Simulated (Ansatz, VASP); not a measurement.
# Two plane-wave programs on Cu

INCAR

```
ALGO = Fast
EDIFF = 1E-6
ENCUT = 520
GGA = PE
ISIF = 2
ISMEAR = 0
LASPH = T
LCHARG = F
LREAL = F
LWAVE = F
NBANDS = 18
NELM = 60
PREC = Accurate
SIGMA = 0.15
```

Contents of KPOINTS:

```
k-points
0
Gamma
  18 18 18
```

The input POSCAR:

```
Cu
1.0
    1.2634141204     -4.1115037498      0.0000000000
    1.2634141204      4.1115037498      0.0000000000
    0.0000000000      0.0000000000      2.5142119659
Cu
2
Direct
    0.0775216340      0.8094512930      0.2500000000
    0.9224783660      0.1905487070      0.7500000000
```

Input for Ansatz:

```yaml
crystal:
  lattice:
    - [1.2634141204, -4.1115037498, 0.0]
    - [1.2634141204, 4.1115037498, 0.0]
    - [0.0, 0.0, 2.5142119659]
  atoms:
    - { symbol: Cu, position: [0.077521634, 0.809451293, 0.25] }
    - { symbol: Cu, position: [0.922478366, 0.190548707, 0.75] }
basis:
  ecutwfc: 520.0
kpoints:
  mp_grid: { grid: [18, 18, 18] }
hamiltonian:
  xc: pbe
  pseudopotentials: { kind: paw, azcp: { folder: soft_1 } }
scf:
  occupations: { method: gaussian, width: 0.15 }
output:
  forces: true
  stress: true
  eigenvalues: true
```

Change from the starting cell: mode 4 frozen in at -0.140 Å, equal normal strain along x and y +0.0200.

Alike in both runs: task single point; functional PBE; k mesh 18 × 18 × 18; occupations gaussian, width 0.15 eV; no spin polarisation.

|  | VASP | Ansatz |
| --- | --- | --- |
| version | VASP 6.6.1 | Ansatz 0.2.0 |
| potentials or method | VASP PAW PBE potentials, release 64 (Cu), cutoff 520 eV | scalar-relativistic, plane waves, PAW |
| valence electrons in the cell | 22 | 38 |

|  | VASP | Ansatz | Ansatz less VASP |
| --- | --- | --- | --- |
| gap on the k mesh at the Fermi level (eV) | none | none | - |
| pressure (GPa) | -3.1 | -3.9 | -0.73 |
| traceless stress, the component that is largest in VASP (GPa) | 5.19 | 5.15 | -0.043 |
| rms of the force components (eV/Å) | 0.174 | 0.172 | -0.0024 |

Atom by atom the forces differ by 0.003 eV/Å (rms over components). A gap of «none» marks a metal or a gap that the smearing closes. VASP's potentials hold 22 valence electrons a cell and Ansatz's 38, so a difference there can come from the potentials and not from the codes.
